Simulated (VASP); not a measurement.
Write the native input for VASP 6.6.1 that does the following.

| Quantity | Value |
| --- | --- |
| Task | single point |
| Functional | revPBE |
| Potentials or basis | VASP PAW PBE potentials, release 64 (Pt) |
| Cutoff | 520 eV |
| k mesh | 21 × 21 × 11 |
| Occupations | fermi-dirac, width 0.1 eV |
| Spin | no spin polarisation |
| Dipole correction | no |
| Further INCAR settings | ALGO = Normal; EDIFF = 1e-07; NBANDS = 17 |

The structure of Pt lies in POSCAR:

```
Pt
1.0
    2.7776747849      0.0000000000      0.0000000000
   -1.3888373925      2.4055369272      0.0000000000
    0.0000000000      0.0000000000      4.7788269243
Pt
2
Direct
    0.3333333333      0.6666666667      0.2500000000
    0.6666666667      0.3333333333      0.7500000000
```

One way to write it, as run:

INCAR

```
PREC = Accurate ; ENCUT = 520
EDIFF = 1E-7 ; ISMEAR = -1
SIGMA = 0.1 ; LREAL = F
LASPH = T ; NELM = 60
ALGO = Normal ; ISIF = 2
LWAVE = F ; LCHARG = F
GGA = RE ; NBANDS = 17
```

KPOINTS

```
Automatic mesh
0
Gamma
  21 21 11
```

Potentials or basis: VASP PAW PBE potentials, release 64 (Pt).

Launch:

```console
$ cat potpaw_PBE.64/Pt/POTCAR > POTCAR
$ mpirun -np 1 vasp_std > vasp.out
```

Results of the run:

```json
{"Pressure": "-0.5 GPa", "Band gap on the k mesh": "zero (band 10 reaches 10.67 eV, above the bottom of band 11 at 9.48 eV)"}
```

Caveat: the PAW data sets were made with another functional, which shifts forces and pressure a little; spin-orbit coupling is left out, which moves the levels of the heavy elements.

It took 68 s on 1 thread of Intel(R) Xeon(R) Platinum 8375C CPU @ 2.90GHz (Ice Lake) (shared host), peak memory 0.26 GiB.
